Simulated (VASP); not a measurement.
# SrO in VASP: a series of runs

Runs on SrO. Level: PBE. Tasks: single point.

Everything below comes from runs of VASP 6.6.1. Logs are shortened: lines on timing, memory, paths and dates and some standing lists are left out, and cuts for length are marked.

### Step 1. The cell of the first run

It takes space group Cmc2_1 (No. 36, orthorhombic). The conventional cell has a = 3.577 Å, b = 6.195 Å, c = 6.243 Å, α = 90.00°, β = 90.00°, γ = 90.00°. Within 3.3 Å of Sr (site symmetry m) lie 6 O at 2.48 to 2.70 Å. Within 3.3 Å of O (site symmetry m) lie 6 Sr at 2.48 to 2.70 Å and 2 O at 3.13 Å.

### Step 2. Single point, PBE (mode 6 frozen in at +0.000 Å and mode 7 at -0.142 Å (largest displacements))

INCAR reads:

```
PREC = Accurate
ENCUT = 520
EDIFF = 1E-6
ISMEAR = 0
SIGMA = 0.05
LREAL = False
LASPH = True
NELM = 80
ALGO = Normal
ISIF = 2
LWAVE = False
LCHARG = True
GGA = PE
LELF = True
LVHAR = True
NBANDS = 24
```

KPOINTS reads:

```
regular mesh
0
Gamma
  9 9 4
```

POSCAR reads:

```
SrO
1.0
    3.5769478779      0.0000000000      0.0000000000
   -1.7884739390      3.0977277303      0.0000000000
    0.0000000000      0.0000000000      6.2426216355
Sr O
2 2
Direct
    0.3333333333      0.6666666667      0.2500000000
    0.6666666667      0.3333333333      0.7500000000
   -0.0230007303     -0.0460014606      0.0000000000
    0.0230007303      0.0460014606      0.5000000000
```

Potentials or basis: VASP PAW PBE potentials, release 64 (Sr_sv, O).

Command:

```sh
cat potpaw_PBE.64/Sr_sv/POTCAR potpaw_PBE.64/O/POTCAR > POTCAR
mpirun -np 1 vasp_std > vasp.out
```

OUTCAR:

```text
PREC = Accurate
   ENCUT = 520
   EDIFF = 1E-6
   ISMEAR = 0
   LREAL = False
   LASPH = True
   NELM = 80
   ISIF = 2
   GGA = PE

 ion  position               nearest neighbor table
   1  0.333  0.667  0.250-   4 2.48   3 2.54   3 2.54   4 2.65   4 2.65   3 2.70   2 3.74   2 3.74
                             2 3.74   2 3.74   2 3.74   2 3.74
   2  0.667  0.333  0.750-   3 2.48   4 2.54   4 2.54   3 2.65   3 2.65   4 2.70   1 3.74   1 3.74
                             1 3.74   1 3.74   1 3.74   1 3.74
   3  0.977  0.954  0.000-   2 2.48   1 2.54   1 2.54   2 2.65   2 2.65   1 2.70
   4  0.023  0.046  0.500-   1 2.48   2 2.54   2 2.54   1 2.65   1 2.65   2 2.70

  LATTYP: Found a hexagonal cell.
 ALAT       =     3.5769478779
 C/A-ratio  =     1.7452369586

  Lattice vectors:

 A1 = (   3.5769478779,   0.0000000000,   0.0000000000)
 A2 = (  -1.7884739390,   3.0977277303,   0.0000000000)
 A3 = (   0.0000000000,   0.0000000000,   6.2426216355)

Analysis of symmetry for initial positions (statically):
=====================================================================
 Subroutine PRICEL returns:
 Original cell was already a primitive cell.

 Routine SETGRP: Setting up the symmetry group for a
 hexagonal supercell.

 Subroutine GETGRP returns: Found  4 space group operations
 (whereof  2 operations were pure point group operations)
 out of a pool of 24 trial point group operations.

The static configuration has the point symmetry C_1h.
 The point group associated with its full space group is C_2v.

Analysis of symmetry for dynamics (positions and initial velocities):
=====================================================================
 Subroutine PRICEL returns:
 Original cell was already a primitive cell.

 Routine SETGRP: Setting up the symmetry group for a
 hexagonal supercell.

 Subroutine GETGRP returns: Found  4 space group operations
 (whereof  2 operations were pure point group operations)
 out of a pool of 24 trial point group operations.

The dynamic configuration has the point symmetry C_1h.
 The point group associated with its full space group is C_2v.

 Subroutine INISYM returns: Found  4 space group operations
 (whereof  2 operations are pure point group operations),
 and found     1 'primitive' translations

----------------------------------------------------------------------------------------

                                     Primitive cell

[... 87 lines left out ...]
   ICHARG =      2    charge: 1-file 2-atom 10-const
   ISPIN  =      1    spin polarized calculation?
   LNONCOLLINEAR =      F non collinear calculations
   LSORBIT =      F    spin-orbit coupling
   LASPH  =      T    aspherical Exc in radial PAW
   ENCUT  =  520.0 eV  38.22 Ry    6.18 a.u.   6.65  6.65 11.61*2*pi/ulx,y,z
   NELM   =     80;   NELMIN=  2; NELMDL= -5     # of ELM steps
   EDIFF  = 0.1E-05   stopping-criterion for ELM
   LREAL  =      F    real-space projection
   EDIFFG = 0.1E-04   stopping-criterion for IOM
   NSW    =      0    number of steps for IOM
   IBRION =     -1    ionic relax: 0-MD 1-quasi-New 2-CG
   NFREE  =      0    steps in history (QN), initial steepest desc. (CG)
   ISIF   =      2    stress and relaxation
   ISYM   =      2    0-nonsym 1-usesym 2-fastsym
   POTIM  = 0.5000    time-step for ionic-motion
   TEBEG  =    0.0;   TEEND  =   0.0 temperature during run
   PSTRESS=    0.0 pullay stress
   NELECT =      32.0000    total number of electrons
   NUPDOWN=      -1.0000    fix difference up-down
   EMIN   =  10.00;   EMAX   =-10.00  energy-range for DOS
   EFERMI =   0.00;   METHOD = LEGACY
   ISMEAR =     0;   SIGMA  =   0.05  broadening in eV -4-tet -1-fermi 0-gaus
   EFERMI_NEDOS =   21; number of points for ismear=-14 and -15
   IALGO  =     38    algorithm
   IMIX   =      4    mixing-type and parameters
     AMIX     =   0.40;   BMIX     =  1.00
     AMIX_MAG =   1.60;   BMIX_MAG =  1.00
  volume/ion in A,a.u.               =      17.29       116.70
  Fermi-wavevector in a.u.,A,eV,Ry     =   1.266146  2.392669 21.811857  1.603126
  Thomas-Fermi vector in A             =   2.399362
   LORBIT       =      0    0 simple, 1 ext, 2 COOP (PROOUT), +10 PAW based schemes
   GGA     = PE    functional components
   LHFCALC =     F    Hartree Fock is set to
   AEXX    =    0.0000 exact exchange contribution
   IVDW    =     0    specifies the selected vdW correction
   LEPSILON=     F    determine dielectric tensor
   LRPA    =     F    only Hartree local field effects (RPA)
 non-spin polarized calculation
 Gauss-broadening in eV      SIGMA  =   0.05
  energy-cutoff  :      520.00
  volume of cell :       69.17
 maximum number of plane-waves:      1895
   NGX = 13   NGY = 13   NGZ = 23

 number of electron      32.0000002 magnetization

 Free energy of the ion-electron system (eV)
  ---------------------------------------------------
  ext. energy  EPLUGINS =         0.00000000
  ---------------------------------------------------
  free energy    TOTEN  =       -23.70661050 eV

  energy without entropy =      -23.70661050  energy(sigma->0) =      -23.70661050

 E-fermi :   2.3341     XC(G=0):  -9.9346

 val. band max:        2.0599777502   @ k =   0.0000   0.0000   0.0000
 cond. band min:       5.0797485437   @ k =   0.0000   0.0000   0.0000
 fundamental gap:      3.0197707935
 Fermi energy:         2.3340767513

 k-point     1 :       0.0000    0.0000    0.0000
  band No.  band energies     occupation
      1     -30.9041      2.00000
      2     -30.8028      2.00000
      3     -14.9627      2.00000
      4     -13.4191      2.00000
      5     -12.6074      2.00000
      6     -12.6006      2.00000
[... 637 lines left out ...]
     23      10.6089      0.00000
     24      11.4373      0.00000

 [... further k-points ...]
[... 5 lines left out ...]
  --------------------------------------------------------------------------------------
  -------------------------------------------------------------------------------------
  Total        0.4414514      0.5290688      0.4329151     -0.0000000      0.0000000      0.0000000
  in kB       10.2251728     12.2546208     10.0274493     -0.0000000      0.0000000      0.0000000
  external PRESSURE =      10.8357477 kB  Pullay stress =       0.0000000 kB

 VOLUME and BASIS-vectors are now :
 -----------------------------------------------------------------------------
  energy-cutoff  :      520.00
  volume of cell :       69.17
      direct lattice vectors                 reciprocal lattice vectors
     3.576947878  0.000000000  0.000000000     0.279567954  0.161408634  0.000000000
    -1.788473939  3.097727730  0.000000000     0.000000000  0.322817267  0.000000000
     0.000000000  0.000000000  6.242621635     0.000000000  0.000000000  0.160189109

 POSITION                                       TOTAL-FORCE (eV/Angst)
 -----------------------------------------------------------------------------------
     -0.00000      2.06515      1.56066        -0.000000      0.094101     -0.012587
      1.78847      1.03258      4.68197         0.000000     -0.094101     -0.012587
      1.78847      2.95523      0.00000        -0.000000      0.297369      0.012587
     -0.00000      0.14250      3.12131         0.000000     -0.297369      0.012587
 -----------------------------------------------------------------------------------
    total drift:                               -0.000000     -0.000000     -0.000002

  FREE ENERGIE OF THE ION-ELECTRON SYSTEM (eV)
  ---------------------------------------------------
  free  energy   TOTEN  =       -23.7066104973 eV

  energy  without entropy=      -23.7066104973  energy(sigma->0) =      -23.70661050
```

stdout:

```text
POSCAR found type information on POSCAR SrO
 POSCAR found :  2 types and       4 ions
 scaLAPACK will be used
 LDA part: xc-table for (Slater+PW92), standard interpolation
 POSCAR, INCAR and KPOINTS ok, starting setup
 FFT: planning ... GRIDC
 FFT: planning ... GRID_SOFT
 FFT: planning ... GRID
 WAVECAR not read
 entering main loop
```

Wall time 1.8 min (1 thread of Intel Xeon 6975P-C, shared host); peak memory 0.26 GiB.

Results:

```
Free energy            : -23.7066 eV
Pressure               : 1.1 GPa
Largest force          : 0.298 eV/Å
Band gap on the k mesh : 3.02 eV, direct
```

Forces on the atoms (eV/Å):
```
Sr   0.000  0.094 -0.013
Sr   0.000 -0.094 -0.013
O    0.000  0.297  0.013
O    0.000 -0.297  0.013
```

Stress tensor (GPa, compression positive):
```
1.02 0.00 0.00
0.00 1.23 0.00
0.00 0.00 1.00
```

Caveat: the cell differs from its parent crystal (mode 6 frozen in at +0.000 Å and mode 7 at -0.142 Å (largest displacements)). A k mesh can miss the band edges.

[end of part 1 of 2]
